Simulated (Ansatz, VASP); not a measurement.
**Li2Pd in VASP and in Ansatz**

```
CELL_PARAMETERS angstrom
4.19833 0.00000 0.00000
-2.09917 3.63586 0.00000
0.00000 0.00000 2.71356
ATOMIC_POSITIONS crystal
Li 0.33333 0.66667 0.50000
Li 0.66667 0.33333 0.50000
Pd 0.00000 0.00000 0.00000
```

Change from the starting cell: volume scaled by 0.98, crystal datasets.

Alike in both runs: task electric field gradients; functional LDA; k mesh 11 × 11 × 15; occupations fermi-dirac, width 0.08 eV; no spin polarisation.

```csv
,VASP,Ansatz
version,VASP 6.6.1,Ansatz 0.2.0
potentials or method,"VASP PAW LDA potentials, release 64 (Li_sv, Pd), cutoff 520 eV","all-electron PAW with datasets made for the crystal, scalar-relativistic"
```

VASP gave:

| Property | Result |
| --- | --- |
| size of Vzz on the site where it differs most (V/Å²) | 85.0 |

Question: What did Ansatz give for the same quantities?

Answer: Size of Vzz on the site where it differs most (V/Å²): 78.5.

LDA's correlation is that of Perdew and Zunger in VASP and of Perdew and Wang (1992) in Ansatz. Ansatz ran all-electron here, and VASP with PAW potentials.

Noted on VASP's run: the cutoff is short for stress, so the pressure is rough.
